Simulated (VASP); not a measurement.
Input of a VASP 6.6.1 run:

The input INCAR:

```
SYSTEM = BP
PREC     = Accurate       ! precision mode
ENCUT    = 520            ! plane-wave cutoff, eV
EDIFF    = 1E-8           ! SCF threshold, eV
ISMEAR   = -1             ! smearing method
SIGMA    = 0.05           ! smearing width, eV
LREAL    = .False.        ! projectors in reciprocal space
LASPH    = .True.         ! aspherical terms in the spheres
NELM     = 60             ! most SCF steps
ALGO     = Normal         ! electronic algorithm
ISIF     = 2              ! what is computed and relaxed
LWAVE    = .False.        ! write WAVECAR
LCHARG   = .False.        ! write CHGCAR
GGA      = PE             ! functional
LEFG     = .True.       
NBANDS   = 11             ! bands
```

The input KPOINTS:

```
regular mesh
0
Gamma
  15 15 15
  0 0 0
```

POSCAR

```
BP
1.0
    0.0000000000      2.3143800000      2.2690000000
    2.3143800000      0.0000000000      2.2690000000
    2.3143800000      2.3143800000      0.0000000000
B P
1 1
Direct
    0.0000000000      0.0000000000      0.0000000000
    0.7500000000      0.7500000000      0.7500000000
```

Potentials or basis: VASP PAW PBE potentials, release 64 (B, P).

Run with:

```bash
$ cat potpaw_PBE.64/B/POTCAR potpaw_PBE.64/P/POTCAR > POTCAR
$ mpirun -np 1 vasp_std > vasp.out
```

Predict the band gap on the k mesh.

1.00 eV, indirect (least direct gap 3.15 eV).

What does it give for the pressure?

-5.2 GPa.

Stress tensor (GPa, compression positive):
```
-6.85  0.00  0.00
 0.00 -6.85  0.00
 0.00  0.00 -1.85
```

Caveat: the cell differs from its parent crystal (equal xx and yy strain of +2 %); without QUAD_EFG the Cq values of the log hold for a quadrupole moment of 1 mb, not for the nuclei. A k mesh can miss the band edges.
